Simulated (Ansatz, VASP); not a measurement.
# One calculation of Sc2AlP3, two programs

```
CELL_PARAMETERS angstrom
4.06816 0.00000 0.00000
-2.03408 3.52313 0.00000
0.00000 0.00000 7.28694
ATOMIC_POSITIONS crystal
Sc 0.66667 0.33333 0.28226
Sc 0.66667 0.33333 0.71774
Al 0.00000 0.00000 0.00000
P 0.00000 0.00000 0.50000
P 0.33333 0.66667 0.00000
P 0.33333 0.66667 0.50000
```

Change from the starting cell: species swapped into the Ce2NiGe3 type (P-6m2, No. 187).

Alike in both runs: functional PBE; k mesh 6 × 6 × 4; occupations gaussian, width 0.1 eV; no spin polarisation.

Ansatz relaxed the structure, and its values are those at the end. VASP's run is a single point on that final structure, the one shown.

```csv
,VASP,Ansatz
version,VASP 6.6.1,Ansatz 0.2.0
potentials or method,"VASP PAW PBE potentials, release 64 (Sc_sv, Al, P), cutoff 520 eV","scalar-relativistic, plane waves, PAW"
valence electrons in the cell,40,40
```

```tsv
	VASP	Ansatz	Ansatz less VASP
gap on the k mesh at the Fermi level (eV)	none	none	-
pressure (GPa)	0.1	0.1	-0.03
rms of the force components (eV/Å)	0.007	0.003	-0.0044
```

A gap of «none» marks a metal or a gap that the smearing closes.
